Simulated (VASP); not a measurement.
# K2NaCrF6 (Fm-3m) in VASP: further runs, part 2 of 2

VASP 6.6.1. Earlier steps stand in the parts before.

## 3. Single point, LDA

Input file INCAR:

```
SYSTEM = K2NaCrF6
PREC = Accurate
ENCUT = 520
EDIFF = 1E-7
ISMEAR = 1
SIGMA = 0.1128
LREAL = .False.
LASPH = .True.
NELM = 100
ALGO = Normal
ISIF = 2
LWAVE = .False.
LCHARG = .False.
GGA = CA
NBANDS = 50
```

Input file KPOINTS:

```
regular mesh
0
Gamma
  4 4 4
  0 0 0
```

Input file POSCAR:

```
K2NaCrF6
1.0
    0.0000000000      4.1871494700      4.1871494700
    4.1871494700      0.0000000000      4.1871494700
    4.1871494700      4.1871494700      0.0000000000
Cr F K Na
1 6 2 1
Direct
    0.0000000000      0.0000000000      0.0000000000
    0.7707000000      0.2293000000      0.2293000000
    0.2293000000      0.7707000000      0.2293000000
    0.2293000000      0.7707000000      0.7707000000
    0.7707000000      0.2293000000      0.7707000000
    0.2293000000      0.2293000000      0.7707000000
    0.7707000000      0.7707000000      0.2293000000
    0.2500000000      0.2500000000      0.2500000000
    0.7500000000      0.7500000000      0.7500000000
    0.5000000000      0.5000000000      0.5000000000
```

Potentials or basis: VASP PAW LDA potentials, release 64 (Cr_pv, F, K_sv, Na_pv).

The run is started by

```sh
> cat potpaw_LDA.64/Cr_pv/POTCAR potpaw_LDA.64/F/POTCAR potpaw_LDA.64/K_sv/POTCAR potpaw_LDA.64/Na_pv/POTCAR > POTCAR
> mpirun -np 1 vasp_std > vasp.out
```

OUTCAR:

```text
SYSTEM = K2NaCrF6
   PREC = Accurate
   ENCUT = 520
   EDIFF = 1E-7
   ISMEAR = 1
   LREAL = .False.
   LASPH = .True.
   NELM = 100
   ISIF = 2
   GGA = CA

 ion  position               nearest neighbor table
   1  0.000  0.000  0.000-   2 1.92   3 1.92   4 1.92   5 1.92   6 1.92   7 1.92
   2  0.771  0.229  0.229-   1 1.92  10 2.27
   3  0.229  0.771  0.229-   1 1.92  10 2.27
   4  0.229  0.771  0.771-   1 1.92  10 2.27
   5  0.771  0.229  0.771-   1 1.92  10 2.27
   6  0.229  0.229  0.771-   1 1.92  10 2.27
   7  0.771  0.771  0.229-   1 1.92  10 2.27
   8  0.250  0.250  0.250-
   9  0.750  0.750  0.750-
  10  0.500  0.500  0.500-   2 2.27   3 2.27   4 2.27   5 2.27   6 2.27   7 2.27

  LATTYP: Found a face centered cubic cell.
 ALAT       =     8.3742989400

  Lattice vectors:

 A1 = (   0.0000000000,   4.1871494700,   4.1871494700)
 A2 = (   4.1871494700,   0.0000000000,   4.1871494700)
 A3 = (   4.1871494700,   4.1871494700,   0.0000000000)

Analysis of symmetry for initial positions (statically):
[... 184 lines left out ...]
      3     -41.8183      2.00000
      4     -28.0058      2.00000
      5     -27.9748      2.00000
      6     -22.1187      2.00000
[... 413 lines left out ...]
     49       8.3909      0.00000
     50       8.3909      0.00000

------------------------ aborting loop because EDIFF is reached ----------------------------------------

  FORCE on cell =-STRESS in cart. coord.  units (eV):
  Direction    XX          YY          ZZ          XY          YZ          ZX
  --------------------------------------------------------------------------------------
  -------------------------------------------------------------------------------------
  Total       -6.1247991     -6.1247991     -6.1247991     -0.0000000     -0.0000000      0.0000000
  in kB      -66.8370145    -66.8370145    -66.8370145     -0.0000000     -0.0000000      0.0000000
  external PRESSURE =     -66.8370145 kB  Pullay stress =       0.0000000 kB

 VOLUME and BASIS-vectors are now :
 -----------------------------------------------------------------------------
  energy-cutoff  :      520.00
  volume of cell :      146.82
      direct lattice vectors                 reciprocal lattice vectors
     0.000000000  4.187149470  4.187149470    -0.119412981  0.119412981  0.119412981
     4.187149470  0.000000000  4.187149470     0.119412981 -0.119412981  0.119412981
     4.187149470  4.187149470  0.000000000     0.119412981  0.119412981 -0.119412981

 POSITION                                       TOTAL-FORCE (eV/Angst)
 -----------------------------------------------------------------------------------
      0.00000      0.00000      0.00000         0.000000      0.000000     -0.000000
      1.92023      4.18715      4.18715        -0.355465      0.000000     -0.000000
      4.18715      1.92023      4.18715         0.000000     -0.355465     -0.000000
      6.45407      4.18715      4.18715         0.355465      0.000000     -0.000000
      4.18715      6.45407      4.18715         0.000000      0.355465     -0.000000
      4.18715      4.18715      1.92023         0.000000      0.000000     -0.355465
      4.18715      4.18715      6.45407         0.000000      0.000000      0.355465
      2.09357      2.09357      2.09357        -0.000000      0.000000     -0.000000
      6.28072      6.28072      6.28072         0.000000      0.000000     -0.000000
      4.18715      4.18715      4.18715         0.000000      0.000000     -0.000000
 -----------------------------------------------------------------------------------
    total drift:                                0.000000      0.000000      0.000000

  FREE ENERGIE OF THE ION-ELECTRON SYSTEM (eV)
  ---------------------------------------------------
  free  energy   TOTEN  =       -54.7175313973 eV

  energy  without entropy=      -54.6442144381  energy(sigma->0) =      -54.69309241
```

stdout:

```text
POSCAR found type information on POSCAR CrF K Na
 POSCAR found :  4 types and      10 ions
 scaLAPACK will be used
 LDA part: xc-table for (Slater(with rela. corr.)+CA(PZ))
 , standard interpolation
 POSCAR, INCAR and KPOINTS ok, starting setup
 FFT: planning ... GRIDC
 FFT: planning ... GRID_SOFT
 FFT: planning ... GRID
 WAVECAR not read
 entering main loop
```

Wall time 2.4 min (1 thread of Intel Xeon 8259CL, shared host); peak memory 0.29 GiB.

What came out:

```yaml
Free_energy: -54.7175 eV
Pressure: -6.7 GPa
Largest_force: 0.355 eV/Å
Band_gap_on_the_k_mesh: zero (an odd number of electrons rules out a gap without spin polarisation)
```

Forces in eV/Å, atoms in the order of the input:
```
Cr   0.000  0.000  0.000
F   -0.355  0.000  0.000
F    0.000 -0.355  0.000
F    0.355  0.000  0.000
F    0.000  0.355  0.000
F    0.000  0.000 -0.355
F    0.000  0.000  0.355
K    0.000  0.000  0.000
K    0.000  0.000  0.000
Na   0.000  0.000  0.000
```

Caveat: the cell stands under tension; an odd number of electrons without spin polarisation forces a metal; a magnetic or distorted state may lie lower; the run has no spin polarisation, though such a crystal can be magnetic; semilocal functionals often make such compounds metallic where correlation or magnetic order opens a gap, which also shifts bond lengths. Spin polarisation is off, so any magnetic state and its effect on volume and gap are missing.

## 4. Single point, LDA

Input file INCAR:

```
SYSTEM = K2NaCrF6
PREC = Accurate
ENCUT = 520
EDIFF = 1E-7
ISMEAR = -1
SIGMA = 0.1
LREAL = .FALSE.
LASPH = .TRUE.
NELM = 80
ALGO = Normal
ISIF = 2
LWAVE = .FALSE.
LCHARG = .FALSE.
NBANDS = 50
```

Input file KPOINTS:

```
regular mesh
0
G
  4 4 4
  0 0 0
```

POSCAR is that of step 3.

Potentials or basis: VASP PAW LDA potentials, release 64 (Cr_pv, F, K_sv, Na_pv).

The run is started by

```sh
> cat potpaw_LDA.64/Cr_pv/POTCAR potpaw_LDA.64/F/POTCAR potpaw_LDA.64/K_sv/POTCAR potpaw_LDA.64/Na_pv/POTCAR > POTCAR
> mpirun -np 1 vasp_std > vasp.out
```

OUTCAR:

```text
SYSTEM = K2NaCrF6
   PREC = Accurate
   ENCUT = 520
   EDIFF = 1E-7
   ISMEAR = -1
   LREAL = .FALSE.
   LASPH = .TRUE.
   NELM = 80
   ISIF = 2

 ion  position               nearest neighbor table
   1  0.000  0.000  0.000-   2 1.92   3 1.92   4 1.92   5 1.92   6 1.92   7 1.92
   2  0.771  0.229  0.229-   1 1.92  10 2.27
   3  0.229  0.771  0.229-   1 1.92  10 2.27
   4  0.229  0.771  0.771-   1 1.92  10 2.27
   5  0.771  0.229  0.771-   1 1.92  10 2.27
   6  0.229  0.229  0.771-   1 1.92  10 2.27
   7  0.771  0.771  0.229-   1 1.92  10 2.27
   8  0.250  0.250  0.250-
   9  0.750  0.750  0.750-
  10  0.500  0.500  0.500-   2 2.27   3 2.27   4 2.27   5 2.27   6 2.27   7 2.27

  LATTYP: Found a face centered cubic cell.
 ALAT       =     8.3742989400

  Lattice vectors:

 A1 = (   0.0000000000,   4.1871494700,   4.1871494700)
 A2 = (   4.1871494700,   0.0000000000,   4.1871494700)
 A3 = (   4.1871494700,   4.1871494700,   0.0000000000)

Analysis of symmetry for initial positions (statically):
[... 183 lines left out ...]
      3     -41.8208      2.00000
      4     -28.0070      2.00000
      5     -27.9760      2.00000
      6     -22.1133      2.00000
[... 413 lines left out ...]
     49       8.3916      0.00000
     50       8.3916      0.00000

------------------------ aborting loop because EDIFF is reached ----------------------------------------

  FORCE on cell =-STRESS in cart. coord.  units (eV):
  Direction    XX          YY          ZZ          XY          YZ          ZX
  --------------------------------------------------------------------------------------
  -------------------------------------------------------------------------------------
  Total       -6.0368134     -6.0368134     -6.0368134      0.0000000      0.0000000     -0.0000000
  in kB      -65.8768683    -65.8768683    -65.8768683      0.0000000      0.0000000     -0.0000000
  external PRESSURE =     -65.8768683 kB  Pullay stress =       0.0000000 kB

 VOLUME and BASIS-vectors are now :
 -----------------------------------------------------------------------------
  energy-cutoff  :      520.00
  volume of cell :      146.82
      direct lattice vectors                 reciprocal lattice vectors
     0.000000000  4.187149470  4.187149470    -0.119412981  0.119412981  0.119412981
     4.187149470  0.000000000  4.187149470     0.119412981 -0.119412981  0.119412981
     4.187149470  4.187149470  0.000000000     0.119412981  0.119412981 -0.119412981

 POSITION                                       TOTAL-FORCE (eV/Angst)
 -----------------------------------------------------------------------------------
      0.00000      0.00000      0.00000         0.000000      0.000000     -0.000000
      1.92023      4.18715      4.18715        -0.347513      0.000000     -0.000000
      4.18715      1.92023      4.18715         0.000000     -0.347513     -0.000000
      6.45407      4.18715      4.18715         0.347513      0.000000     -0.000000
      4.18715      6.45407      4.18715         0.000000      0.347513     -0.000000
      4.18715      4.18715      1.92023         0.000000      0.000000     -0.347513
      4.18715      4.18715      6.45407         0.000000      0.000000      0.347513
      2.09357      2.09357      2.09357        -0.000000      0.000000     -0.000000
      6.28072      6.28072      6.28072         0.000000      0.000000     -0.000000
      4.18715      4.18715      4.18715         0.000000      0.000000     -0.000000
 -----------------------------------------------------------------------------------
    total drift:                                0.000000      0.000000      0.000000

  FREE ENERGIE OF THE ION-ELECTRON SYSTEM (eV)
  ---------------------------------------------------
  free  energy   TOTEN  =       -55.0217494062 eV

  energy  without entropy=      -54.6143714307  energy(sigma->0) =      -54.81806042
```

It took 2.5 min on 1 thread of Intel Xeon 8259CL, shared host; peak memory 0.29 GiB.

What came out:

```
Free energy            : -55.0217 eV
Pressure               : -6.6 GPa
Largest force          : 0.348 eV/Å
Band gap on the k mesh : zero (an odd number of electrons rules out a gap without spin polarisation)
```

Forces on the atoms (eV/Å):
```
Cr   0.000  0.000  0.000
F   -0.348  0.000  0.000
F    0.000 -0.348  0.000
F    0.348  0.000  0.000
F    0.000  0.348  0.000
F    0.000  0.000 -0.348
F    0.000  0.000  0.348
K    0.000  0.000  0.000
K    0.000  0.000  0.000
Na   0.000  0.000  0.000
```

Levels at points of the mesh, in eV from the Fermi level:
```csv
k point,band 35,band 36,band 37,band 38,band 39,band 40,band 41,band 42,band 43,band 44
"(0.00, 0.00, 0.00)",-4.85,-4.48,-4.48,-4.48,-0.06,-0.06,-0.06,1.93,1.93,2.24
"(0.50, 0.00, 0.00)",-4.92,-4.71,-4.71,-4.63,-0.03,0.01,0.01,1.86,1.86,4.35
"(0.50, 0.50, 0.00)",-4.97,-4.91,-4.91,-4.49,-0.07,0.07,0.07,1.53,1.95,4.37
```

Caveat: the cell stands under tension; an odd number of electrons without spin polarisation forces a metal; a magnetic or distorted state may lie lower; the run has no spin polarisation, though such a crystal can be magnetic; semilocal functionals often make such compounds metallic where correlation or magnetic order opens a gap, which also shifts bond lengths.
